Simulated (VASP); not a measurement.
Si2Mo, 6 atoms in the cell. The structure is tetragonal, space group I4/mmm (No. 139). The conventional cell has a = 3.154 Å, b = 3.154 Å, c = 7.862 Å, α = 90.00°, β = 90.00°, γ = 90.00°. Within 3.4 Å of Si (site symmetry 4mm) lie 5 Mo at 2.58 to 2.63 Å and 9 Si at 2.59 to 3.15 Å. Mo (site symmetry 4/mmm) has 10 Si at 2.58 to 2.63 Å and 4 Mo at 3.15 Å within 3.4 Å.  This cell differs from its parent crystal: biaxial strain in the a-b plane: -1.5 %, then relaxed in part.

| Property | Result |
| --- | --- |
| Program | VASP 6.6.1 |
| Task | single point |
| Functional | r2SCAN |
| Potentials or basis | VASP PAW PBE potentials, release 64 (Si, Mo_sv) |
| Cutoff | 550 eV |
| k mesh | 12 × 12 × 6 |
| Occupations | gaussian, width 0.1 eV |
| Spin | no spin polarisation |
| Dipole correction | no |
| Further INCAR settings | ALGO = Normal; EDIFF = 1e-06; NBANDS = 31 |

Potentials or basis: VASP PAW PBE potentials, release 64 (Si, Mo_sv).

The run is started by

```bash
$ cat potpaw_PBE.64/Si/POTCAR potpaw_PBE.64/Mo_sv/POTCAR > POTCAR
$ cp INCAR.step1 INCAR
$ mpirun -np 1 vasp_std > vasp.out
$ cp INCAR.step2 INCAR
$ mpirun -np 1 vasp_std > vasp.out
```

Hardware: 1 thread of Oxide Virtual Turin-like Processor, on a shared host.

How long does it take, and how much memory?

Run time: 20 min on 1 thread of Oxide Virtual Turin-like Processor, with other jobs on the host, peak memory 0.32 GiB. Counts: k points 112.
